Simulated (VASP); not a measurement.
# InAs (I-4m2) in VASP: notebook

InAs is run at these levels: PBE; tasks: single point.

Everything below comes from runs of VASP 6.6.1. Logs are shortened: lines on timing, memory, paths and dates and some standing lists are left out, and cuts for length are marked.

## (1) The cell of the first run

It takes space group I-4m2 (No. 119, tetragonal). Conventional cell: a = 3.934 Å, b = 3.934 Å, c = 6.290 Å, α = 90.00°, β = 90.00°, γ = 90.00°. In (site symmetry -4m2) has 4 As at 2.52 Å within 3.3 Å. As (site symmetry -4m2) has 4 In at 2.52 Å within 3.3 Å.

## (2) Single point, PBE (strain -0.080 along x and y, +0.040 along z)

File INCAR:

```
SYSTEM = InAs
ALGO = Normal ; EDIFF = 1E-6
ENCUT = 520 ; GGA = PE
ISIF = 2 ; ISMEAR = 0
LASPH = .TRUE. ; LCHARG = .FALSE.
LREAL = .FALSE. ; LWAVE = .FALSE.
NBANDS = 16 ; NELM = 100
PREC = Accurate ; SIGMA = 0.15
```

File KPOINTS:

```
k-points
0
G
  14 14 14
  0 0 0
```

File POSCAR:

```
InAs
1.0
    0.0000000000      2.7820800000      3.1449600000
    2.7820800000      0.0000000000      3.1449600000
    2.7820800000      2.7820800000      0.0000000000
In As
1 1
Direct
    0.0000000000      0.0000000000      0.0000000000
    0.7500000000      0.7500000000      0.7500000000
```

Potentials or basis: VASP PAW PBE potentials, release 64 (In_d, As).

The run is started by

```console
> cat potpaw_PBE.64/In_d/POTCAR potpaw_PBE.64/As/POTCAR > POTCAR
> mpirun -np 1 vasp_std > vasp.out
```

OUTCAR:

```text
SYSTEM = InAs
   EDIFF = 1E-6
   ENCUT = 520
   GGA = PE
   ISIF = 2
   ISMEAR = 0
   LASPH = .TRUE.
   LREAL = .FALSE.
   NELM = 100
   PREC = Accurate

 ion  position               nearest neighbor table
   1  0.000  0.000  0.000-   2 2.52   2 2.52   2 2.52   2 2.52
   2  0.750  0.750  0.750-   1 2.52   1 2.52   1 2.52   1 2.52

  LATTYP: Found a body centered tetragonal cell.
 ALAT       =     3.9344552676
 C/A-ratio  =     1.5986762009

  Lattice vectors:

 A1 = (  -2.7820800000,   0.0000000000,   3.1449600000)
 A2 = (   2.7820800000,   0.0000000000,   3.1449600000)
 A3 = (   0.0000000000,   2.7820800000,  -3.1449600000)

Analysis of symmetry for initial positions (statically):
=====================================================================
 Subroutine PRICEL returns:
 Original cell was already a primitive cell.

 Routine SETGRP: Setting up the symmetry group for a
 body centered tetragonal supercell.

 Subroutine GETGRP returns: Found  8 space group operations
 (whereof  8 operations were pure point group operations)
 out of a pool of 16 trial point group operations.

The static configuration has the point symmetry D_2d.

Analysis of symmetry for dynamics (positions and initial velocities):
=====================================================================
 Subroutine PRICEL returns:
 Original cell was already a primitive cell.

 Routine SETGRP: Setting up the symmetry group for a
 body centered tetragonal supercell.

 Subroutine GETGRP returns: Found  8 space group operations
 (whereof  8 operations were pure point group operations)
 out of a pool of 16 trial point group operations.

The dynamic configuration has the point symmetry D_2d.

 Subroutine INISYM returns: Found  8 space group operations
 (whereof  8 operations are pure point group operations),
 and found     1 'primitive' translations

----------------------------------------------------------------------------------------

                                     Primitive cell

  volume of cell :      48.6838

  direct lattice vectors                    reciprocal lattice vectors
     0.000000000  2.782080000  3.144960000    -0.179721647  0.179721647  0.158984534
     2.782080000  0.000000000  3.144960000     0.179721647 -0.179721647  0.158984534
     2.782080000  2.782080000  0.000000000     0.179721647  0.179721647 -0.158984534

  length of vectors
     4.198897775  4.198897775  3.934455268     0.299792967  0.299792967  0.299792967

  position of ions in fractional coordinates (direct lattice)
     0.000000000  0.000000000  0.000000000
     0.750000000  0.750000000  0.750000000

  ion indices of the primitive-cell ions
   primitive index   ion index
                 1           1
                 2           2

----------------------------------------------------------------------------------------

 KPOINTS: k-points

Automatic generation of k-mesh.
 Grid dimensions read from file:
 generate k-points for:   14   14   14

 Generating k-lattice:

  Cartesian coordinates                     Fractional coordinates (reciprocal lattice)
    -0.012837261  0.012837261  0.011356038     0.071428571 -0.000000000  0.000000000
     0.012837261 -0.012837261  0.011356038    -0.000000000  0.071428571  0.000000000
     0.012837261  0.012837261 -0.011356038     0.000000000  0.000000000  0.071428571

  Length of vectors
     0.021413783  0.021413783  0.021413783

  Shift w.r.t. Gamma in fractional coordinates (k-lattice)
     0.000000000  0.000000000  0.000000000

 Subroutine IBZKPT returns following result:
 ===========================================

 Found    244 irreducible k-points:

 Following reciprocal coordinates:
            Coordinates               Weight
  0.000000  0.000000  0.000000      1.000000
  0.071429  0.000000  0.000000      8.000000
  0.142857  0.000000  0.000000      8.000000
  0.214286  0.000000  0.000000      8.000000
  0.285714  0.000000  0.000000      8.000000
  0.357143 -0.000000  0.000000      8.000000
[... 16 lines left out ...]
  0.214286  0.142857  0.000000      8.000000
  0.285714  0.142857  0.000000      8.000000
 [... further k-points ...]
   k-points           NKPTS =    244   k-points in BZ     NKDIM =    244   number of bands    NBANDS=     16
   number of dos      NEDOS =    301   number of ions     NIONS =      2
   total plane-waves  NPLWV =  30720
   dimension x,y,z NGX =    32 NGY =   32 NGZ =   30
   dimension x,y,z NGXF=    64 NGYF=   64 NGZF=   60
   ions per type =               1   1
   NGX,Y,Z   is equivalent  to a cutoff of  12.67, 12.67, 12.68 a.u.
   NGXF,Y,Z  is equivalent  to a cutoff of  25.34, 25.34, 25.35 a.u.
 SYSTEM =  InAs
   PREC   = accura    normal or accurate (medium, high low for compatibility)
   ISTART =      0    job   : 0-new  1-cont  2-samecut
   ICHARG =      2    charge: 1-file 2-atom 10-const
   ISPIN  =      1    spin polarized calculation?
   LNONCOLLINEAR =      F non collinear calculations
   LSORBIT =      F    spin-orbit coupling
   LASPH  =      T    aspherical Exc in radial PAW
   ENCUT  =  520.0 eV  38.22 Ry    6.18 a.u.   7.81  7.81  7.32*2*pi/ulx,y,z
   NELM   =    100;   NELMIN=  2; NELMDL= -5     # of ELM steps
   EDIFF  = 0.1E-05   stopping-criterion for ELM
   LREAL  =      F    real-space projection
   EDIFFG = 0.1E-04   stopping-criterion for IOM
   NSW    =      0    number of steps for IOM
   IBRION =     -1    ionic relax: 0-MD 1-quasi-New 2-CG
   NFREE  =      0    steps in history (QN), initial steepest desc. (CG)
   ISIF   =      2    stress and relaxation
   ISYM   =      2    0-nonsym 1-usesym 2-fastsym
   POTIM  = 0.5000    time-step for ionic-motion
   TEBEG  =    0.0;   TEEND  =   0.0 temperature during run
   PSTRESS=    0.0 pullay stress
   NELECT =      18.0000    total number of electrons
   NUPDOWN=      -1.0000    fix difference up-down
   EMIN   =  10.00;   EMAX   =-10.00  energy-range for DOS
   EFERMI =   0.00;   METHOD = LEGACY
   ISMEAR =     0;   SIGMA  =   0.15  broadening in eV -4-tet -1-fermi 0-gaus
   EFERMI_NEDOS =   21; number of points for ismear=-14 and -15
   IALGO  =     38    algorithm
   IMIX   =      4    mixing-type and parameters
     AMIX     =   0.40;   BMIX     =  1.00
     AMIX_MAG =   1.60;   BMIX_MAG =  1.00
  volume/ion in A,a.u.               =      24.34       164.27
  Fermi-wavevector in a.u.,A,eV,Ry     =   1.174999  2.220426 18.784516  1.380623
  Thomas-Fermi vector in A             =   2.311387
   LORBIT       =      0    0 simple, 1 ext, 2 COOP (PROOUT), +10 PAW based schemes
   GGA     = PE    functional components
   LHFCALC =     F    Hartree Fock is set to
   AEXX    =    0.0000 exact exchange contribution
   IVDW    =     0    specifies the selected vdW correction
   LEPSILON=     F    determine dielectric tensor
   LRPA    =     F    only Hartree local field effects (RPA)
 non-spin polarized calculation
 Gauss-broadening in eV      SIGMA  =   0.15
  energy-cutoff  :      520.00
  volume of cell :       48.68
 maximum number of plane-waves:      1334
   NGX = 15   NGY = 15   NGZ = 15

 number of electron      18.0000001 magnetization

 Free energy of the ion-electron system (eV)
  ---------------------------------------------------
  ext. energy  EPLUGINS =         0.00000000
  ---------------------------------------------------
  free energy    TOTEN  =        -7.25317938 eV

  energy without entropy =       -7.25305133  energy(sigma->0) =       -7.25311536

 E-fermi :   6.2869     XC(G=0):  -9.6792

 val. band max:        6.2612732211   @ k =   0.0000   0.0000   0.0000
 cond. band min:       6.8709169438   @ k =   0.5000   0.0000   0.0000
 fundamental gap:      0.6096437227
 Fermi energy:         6.2869111168

 k-point     1 :       0.0000    0.0000    0.0000
  band No.  band energies     occupation
      1      -8.8636      2.00000
      2      -8.8069      2.00000
      3      -8.8069      2.00000
      4      -8.6566      2.00000
      5      -8.6457      2.00000
      6      -6.8285      2.00000
[... 8 lines left out ...]
     15      14.6121      0.00000
     16      15.0575      0.00000

 k-point     2 :       0.0714    0.0000    0.0000
  band No.  band energies     occupation
      1      -8.8648      2.00000
      2      -8.8150      2.00000
      3      -8.8041      2.00000
      4      -8.6550      2.00000
      5      -8.6466      2.00000
      6      -6.7615      2.00000
[... 8 lines left out ...]
     15      14.4602      0.00000
     16      15.7007      0.00000

 k-point     3 :       0.1429    0.0000    0.0000
  band No.  band energies     occupation
      1      -8.8794      2.00000
      2      -8.8245      2.00000
      3      -8.7966      2.00000
      4      -8.6506      2.00000
      5      -8.6490      2.00000
      6      -6.5666      2.00000
[... 8 lines left out ...]
     15      15.0406      0.00000
     16      15.5339      0.00000

 k-point     4 :       0.2143    0.0000    0.0000
  band No.  band energies     occupation
      1      -8.9153      2.00000
      2      -8.8201      2.00000
      3      -8.7862      2.00000
      4      -8.6518      2.00000
      5      -8.6438      2.00000
      6      -6.2602      2.00000
[... 8 lines left out ...]
     15      15.0760      0.00000
     16      15.2119      0.00000

 k-point     5 :       0.2857    0.0000    0.0000
  band No.  band energies     occupation
      1      -8.9564      2.00000
      2      -8.8112      2.00000
      3      -8.7759      2.00000
      4      -8.6536      2.00000
      5      -8.6347      2.00000
      6      -5.8700      2.00000
[... 8 lines left out ...]
     15      15.0334      0.00000
     16      15.3194      0.00000

 k-point     6 :       0.3571   -0.0000    0.0000
  band No.  band energies     occupation
      1      -8.9917      2.00000
      2      -8.8038      2.00000
      3      -8.7680      2.00000
      4      -8.6539      2.00000
      5      -8.6248      2.00000
      6      -5.4457      2.00000
[... 8 lines left out ...]
     15      15.4484      0.00000
     16      16.0892      0.00000

 k-point     7 :       0.4286    0.0000    0.0000
  band No.  band energies     occupation
      1      -9.0151      2.00000
      2      -8.7995      2.00000
      3      -8.7634      2.00000
      4      -8.6532      2.00000
      5      -8.6170      2.00000
      6      -5.0826      2.00000
[... 8 lines left out ...]
     15      16.1882      0.00000
     16      17.0658      0.00000

 k-point     8 :       0.5000    0.0000    0.0000
  band No.  band energies     occupation
      1      -9.0232      2.00000
      2      -8.7981      2.00000
      3      -8.7619      2.00000
      4      -8.6527      2.00000
      5      -8.6140      2.00000
      6      -4.9308      2.00000
[... 8 lines left out ...]
     15      16.7385      0.00000
     16      17.2877      0.00000

 k-point     9 :       0.0714    0.0714    0.0000
  band No.  band energies     occupation
      1      -8.8798      2.00000
      2      -8.8017      2.00000
      3      -8.8017      2.00000
      4      -8.6553      2.00000
      5      -8.6448      2.00000
      6      -6.7533      2.00000
[... 8 lines left out ...]
     15      14.2693      0.00000
     16      16.3400      0.00000
[... 172 lines left out ...]
 k-point    19 :      -0.2143    0.0714    0.0000
  band No.  band energies     occupation
      1      -8.9333      2.00000
      2      -8.8172      2.00000
      3      -8.7825      2.00000
      4      -8.6578      2.00000
      5      -8.6386      2.00000
      6      -6.0545      2.00000
[... 8 lines left out ...]
     15      14.5041      0.00000
     16      15.6159      0.00000

 k-point    20 :      -0.1429    0.0714    0.0000
  band No.  band energies     occupation
      1      -8.8878      2.00000
      2      -8.8322      2.00000
      3      -8.7930      2.00000
      4      -8.6543      2.00000
      5      -8.6466      2.00000
      6      -6.3965      2.00000
[... 8 lines left out ...]
     15      14.7983      0.00000
     16      15.3289      0.00000

 k-point    21 :      -0.0714    0.0714    0.0000
  band No.  band energies     occupation
      1      -8.8491      2.00000
      2      -8.8452      2.00000
      3      -8.8009      2.00000
      4      -8.6521      2.00000
      5      -8.6501      2.00000
      6      -6.6390      2.00000
[... 8 lines left out ...]
     15      15.0202      0.00000
     16      15.4257      0.00000

 k-point    22 :       0.1429    0.1429    0.0000
  band No.  band energies     occupation
      1      -8.9199      2.00000
      2      -8.7872      2.00000
      3      -8.7872      2.00000
      4      -8.6547      2.00000
      5      -8.6421      2.00000
      6      -6.5339      2.00000
[... 8 lines left out ...]
     15      15.1919      0.00000
     16      17.2515      0.00000

 k-point    23 :       0.2143    0.1429    0.0000
  band No.  band energies     occupation
      1      -8.9437      2.00000
      2      -8.7823      2.00000
      3      -8.7768      2.00000
      4      -8.6544      2.00000
      5      -8.6413      2.00000
      6      -6.3310      2.00000
[... 8 lines left out ...]
     15      15.9224      0.00000
     16      16.7737      0.00000

 k-point    24 :       0.2857    0.1429    0.0000
  band No.  band energies     occupation
      1      -8.9684      2.00000
      2      -8.7828      2.00000
      3      -8.7657      2.00000
      4      -8.6512      2.00000
      5      -8.6418      2.00000
      6      -6.0212      2.00000
[... 8 lines left out ...]
     15      16.2622      0.00000
     16      16.3770      0.00000

 [... further k-points ...]

------------------------ aborting loop because EDIFF is reached ----------------------------------------

  FORCE on cell =-STRESS in cart. coord.  units (eV):
  Direction    XX          YY          ZZ          XY          YZ          ZX
  --------------------------------------------------------------------------------------
  -------------------------------------------------------------------------------------
  Total        4.9025671      4.9025671      3.5344759      0.0000000      0.0000000      0.0000000
  in kB      161.3428710    161.3428710    116.3191584      0.0000000      0.0000000      0.0000000
  external PRESSURE =     146.3349668 kB  Pullay stress =       0.0000000 kB

 VOLUME and BASIS-vectors are now :
 -----------------------------------------------------------------------------
  energy-cutoff  :      520.00
  volume of cell :       48.68
      direct lattice vectors                 reciprocal lattice vectors
     0.000000000  2.782080000  3.144960000    -0.179721647  0.179721647  0.158984534
     2.782080000  0.000000000  3.144960000     0.179721647 -0.179721647  0.158984534
     2.782080000  2.782080000  0.000000000     0.179721647  0.179721647 -0.158984534

 POSITION                                       TOTAL-FORCE (eV/Angst)
 -----------------------------------------------------------------------------------
      0.00000      0.00000      0.00000         0.000000      0.000000     -0.000000
      4.17312      4.17312      4.71744        -0.000000     -0.000000      0.000000
 -----------------------------------------------------------------------------------
    total drift:                               -0.000001     -0.000001      0.000007

  FREE ENERGIE OF THE ION-ELECTRON SYSTEM (eV)
  ---------------------------------------------------
  free  energy   TOTEN  =        -7.2531793822 eV

  energy  without entropy=       -7.2530513336  energy(sigma->0) =       -7.25311536
```

Wall time 3.4 min (1 thread of Intel Xeon 8259CL, shared host); peak memory 0.33 GiB.

What came out:

```yaml
Free_energy: -7.2532 eV
Pressure: 14.6 GPa
Band_gap_on_the_k_mesh: 0.11 eV
```

Stress tensor (GPa, compression positive):
```
16.13  0.00  0.00
 0.00 16.13  0.00
 0.00  0.00 11.63
```

Levels at points of the mesh, in eV from the valence-band top:
| k point | band 5 | band 6 | band 7 | band 8 | band 9 | band 10 | band 11 | band 12 | band 13 | band 14 |
| --- | --- | --- | --- | --- | --- | --- | --- | --- | --- | --- |
| (0.00, 0.00, 0.00) | -14.79 | -12.98 | -0.80 | 0.00 | 0.00 | 0.11 | 3.71 | 3.71 | 3.93 | 7.56 |
| (0.50, 0.00, 0.00) | -14.76 | -11.08 | -6.70 | -1.92 | -0.92 | 0.72 | 4.35 | 4.97 | 6.83 | 9.21 |
| (0.50, 0.50, 0.00) | -14.77 | -10.73 | -7.20 | -2.47 | -2.47 | 1.61 | 2.59 | 8.89 | 9.89 | 9.89 |
| (0.50, 0.00, 0.50) | -14.75 | -10.24 | -6.37 | -3.27 | -3.20 | 0.84 | 1.42 | 8.80 | 9.55 | 9.85 |

Caveat: the cell differs from its parent crystal (strain -0.080 along x and y, +0.040 along z); the cell stands under pressure; the smearing spreads over this small gap; semilocal functionals underestimate gaps, and a narrow one can read as zero; spin-orbit coupling is left out, which moves the levels of the heavy elements.

## (3) Single point, PBE (strain -0.080 along x and y, +0.080 along z)

File INCAR:

```
PREC = Accurate ; ENCUT = 520
EDIFF = 1E-6 ; ISMEAR = 0
SIGMA = 0.15 ; LREAL = False
LASPH = True ; NELM = 60
ALGO = Normal ; ISIF = 2
LWAVE = False ; LCHARG = False
GGA = PE ; NBANDS = 16
```

File KPOINTS:

```
regular mesh
0
Gamma
  14 14 14
```

File POSCAR:

```
InAs
1.0
    0.0000000000      2.7820800000      3.2659200000
    2.7820800000      0.0000000000      3.2659200000
    2.7820800000      2.7820800000      0.0000000000
In As
1 1
Direct
    0.0000000000      0.0000000000      0.0000000000
    0.7500000000      0.7500000000      0.7500000000
```

Potentials or basis: VASP PAW PBE potentials, release 64 (In_d, As).

The run is started by

```console
> cat potpaw_PBE.64/In_d/POTCAR potpaw_PBE.64/As/POTCAR > POTCAR
> mpirun -np 1 vasp_std > vasp.out
```

It took 3.7 min on 1 thread of Intel Xeon 8259CL, shared host; peak memory 0.34 GiB.

The run converged. Its results:

```yaml
Free_energy: -7.3558 eV
Pressure: 10.5 GPa
Band_gap_on_the_k_mesh: zero (filled and empty bands touch)
```

Stress tensor (GPa, compression positive):
```
12.74  0.00  0.00
 0.00 12.74  0.00
 0.00  0.00  5.97
```

Levels at points of the mesh, in eV from the Fermi level:
```csv
k point,band 7,band 8,band 9,band 10,band 11,band 12
"(0.00, 0.00, 0.00)",-1.19,-0.37,-0.12,-0.12,3.53,3.53
"(0.50, 0.00, 0.00)",-6.66,-2.19,-0.90,0.29,4.21,4.90
"(0.50, 0.50, 0.00)",-7.33,-2.36,-2.36,1.63,2.62,8.16
"(0.50, 0.00, 0.50)",-6.29,-3.35,-3.28,0.67,1.14,7.98
```

Caveat: the cell differs from its parent crystal (strain -0.080 along x and y, +0.080 along z); the stress differs along the axes, from 6 to 13 GPa; semilocal functionals underestimate gaps, and a narrow one can read as zero; spin-orbit coupling is left out, which moves the levels of the heavy elements.

(Part 1 of 2 ends here.)

The gap in the log of VASP goes by the Fermi energy; the results here count the filled bands.